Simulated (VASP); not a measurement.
Wanted: the native input for a VASP 6.6.1 run.

| Property | Result |
| --- | --- |
| Task | single point |
| Functional | PBE |
| Potentials or basis | VASP PAW PBE potentials, release 64 (Ti_sv, Si, Mo_sv) |
| Cutoff | 520 eV |
| k mesh | 10 × 12 × 12 |
| Occupations | gaussian, width 0.1 eV |
| Spin | no spin polarisation |
| Dipole correction | no |
| Further INCAR settings | ALGO = Normal; EDIFF = 1e-06; NBANDS = 30 |

The structure of TiSi4Mo lies in POSCAR:

```
TiSi4Mo
1.0
    3.5686243288      0.0000000000      0.0000000000
    0.0000000000      1.7442963618      6.8883779386
    0.0000000000     -1.7442963618      6.8883779386
Ti Si Mo
1 4 1
Direct
    0.5000000000      0.8927482544      0.8927482544
    0.5000000000      0.5556730831      0.5556730831
    0.0000000000      0.4370616137      0.4370616137
    0.5000000000      0.2504754716      0.2504754716
    0.0000000000      0.7535605350      0.7535605350
    0.0000000000      0.1104810422      0.1104810422
```

One way to write it, as run:

INCAR

```
ALGO = Normal
EDIFF = 1E-6
ENCUT = 520
GGA = PE
ISIF = 2
ISMEAR = 0
LASPH = True
LCHARG = False
LREAL = False
LWAVE = False
NBANDS = 30
NELM = 80
PREC = Accurate
SIGMA = 0.1
```

KPOINTS

```
k-points
0
Gamma
  10 12 12
```

Potentials or basis: VASP PAW PBE potentials, release 64 (Ti_sv, Si, Mo_sv).

Command:

```bash
$ cat potpaw_PBE.64/Ti_sv/POTCAR potpaw_PBE.64/Si/POTCAR potpaw_PBE.64/Mo_sv/POTCAR > POTCAR
$ mpirun -np 1 vasp_std > vasp.out
```

It gave:

```yaml
Pressure: 0.0 GPa
Largest_force: 0.016 eV/Å
Band_gap_on_the_k_mesh: zero (bands 21 and 22 overlap by 1.12 eV)
```

Wall time 9.6 min on 1 thread of Intel(R) Xeon(R) 6975P-C (Granite Rapids), with other jobs on the host, peak memory 0.74 GiB.
